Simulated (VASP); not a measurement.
## AlN: single point with PBEsol

AlN:

```
Al N
1.0
     2.15576    2.15576    0.00000
    -2.15576    2.15576    0.00000
     0.00000    2.15576    2.15576
Al N
1 1
Direct
  0.00000 0.00000 0.00000
  0.25000 0.75000 0.50000
```

| Property | Result |
| --- | --- |
| Program | VASP 6.6.1 |
| Task | single point |
| Functional | PBEsol |
| Potentials or basis | VASP PAW PBE potentials, release 64 (Al, N) |
| Cutoff | 520 eV |
| k mesh | 10 × 10 × 10 |
| Occupations | gaussian, width 0.01 eV |
| Spin | no spin polarisation |

* Pressure: 10.1 GPa
* Band gap on the k mesh: 3.20 eV, indirect (least direct gap 4.48 eV)

Levels at points of the mesh, in eV from the valence-band top:
| k point | band 1 | band 2 | band 3 | band 4 | band 5 | band 6 | band 7 | band 8 |
| --- | --- | --- | --- | --- | --- | --- | --- | --- |
| (0.00, 0.00, 0.00) | -15.19 | 0.00 | 0.00 | 0.00 | 4.48 | 12.86 | 12.86 | 12.86 |
| (0.50, 0.00, 0.00) | -12.99 | -6.08 | -0.49 | -0.49 | 7.64 | 10.03 | 11.28 | 11.28 |
| (0.50, 0.50, 0.00) | -12.30 | -5.07 | -1.83 | -1.83 | 3.20 | 8.72 | 14.41 | 16.11 |

Run time: 7.8 s on 1 thread of AMD EPYC 9R14 (Zen 4), with other jobs on the host, peak memory 0.11 GiB.

Caveat: the PAW data sets were made with another functional, which shifts forces and pressure a little. A hybrid or GW would open this gap; PBEsol tends to underestimate it.
